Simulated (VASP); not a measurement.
The system is I.

```xyz
2
Lattice="0.0000 3.4950 3.4950 3.4950 0.0000 3.4950 3.4950 3.4950 0.0000" Properties=species:S:1:pos:R:3 pbc="T T T"
I     0.0000    0.0000    0.0000
I     1.7475    1.7475    1.7475
```

| Property | Result |
| --- | --- |
| Program | VASP 6.6.1 |
| Task | relaxation of cell and atoms |
| Functional | PBE |
| Potentials or basis | VASP PAW PBE potentials, release 64 (I) |
| Cutoff | 600 eV |
| k mesh | 10 × 10 × 10 |
| Occupations | fermi-dirac, width 0.05 eV |
| Spin | no spin polarisation |

At the start: pressure 8.9 GPa; volume 42.69 Å³/atom.

How do energy, volume and symmetry change on relaxing?

Over 4 steps the energy falls by 352.4 meV/atom and the volume is 60.38 Å³/atom (+41.4 %); space group Fd-3m (No. 227, to 0.05 Å).

Step by step:
| step | energy change (eV) | largest force (eV/Å) | pressure (GPa) | volume (Å³) |
| --- | --- | --- | --- | --- |
| 1 | 0.0000 | 0.0000 | 8.89 | 85.38 |
| 2 | -0.7029 | 0.0000 | 0.25 | 118.14 |
| 3 | -0.7045 | 0.0000 | -0.10 | 121.88 |
| 4 | -0.7049 | 0.0000 | 0.00 | 120.75 |

Final structure:
```cif
data_structure
_symmetry_space_group_name_H-M 'P 1'
_symmetry_Int_Tables_number 1
_cell_length_a 5.5480
_cell_length_b 5.5480
_cell_length_c 5.5480
_cell_angle_alpha 60.000
_cell_angle_beta 60.000
_cell_angle_gamma 60.000
_cell_volume 120.75
loop_
_atom_site_label
_atom_site_type_symbol
_atom_site_fract_x
_atom_site_fract_y
_atom_site_fract_z
_atom_site_occupancy
I1 I 0.00000 0.00000 0.00000 1
I2 I 0.25000 0.25000 0.25000 1
```

Caveat: the volume moved by over 15 % at a fixed basis, so the end points are rough.
